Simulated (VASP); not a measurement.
Nb, 1 atom in the cell. It takes space group P6/mmm (No. 191, hexagonal). The conventional cell has a = 2.864 Å, b = 2.864 Å, c = 2.725 Å, α = 90.00°, β = 90.00°, γ = 120.00°. Within 3.6 Å of Nb (site symmetry 6/mmm) lie 8 Nb at 2.73 to 2.86 Å. This isn't the form of Nb at room conditions, which is bcc.

- Program: VASP 6.6.1
- Task: single point
- Functional: PBE
- Potentials or basis: VASP PAW PBE potentials, release 64 (Nb_sv)
- Cutoff: 520 eV
- k mesh: 15 × 15 × 14
- Occupations: fermi-dirac, width 0.05 eV
- Spin: no spin polarisation
- Dipole correction: no
- Further INCAR settings: ALGO = Normal; EDIFF = 1e-06; NBANDS = 12

Potentials or basis: VASP PAW PBE potentials, release 64 (Nb_sv).

Run with:

```sh
$ cat potpaw_PBE.64/Nb_sv/POTCAR > POTCAR
$ mpirun -np 1 vasp_std > vasp.out
```

Hardware: 1 thread of Intel Xeon 8259CL, with other jobs on the host.

Task: Estimate the wall time of this run.

Result: Wall time 36 s on 1 thread of Intel Xeon 8259CL, on a shared host, peak memory 0.17 GiB. Counts: scf iterations 12, k points 216.
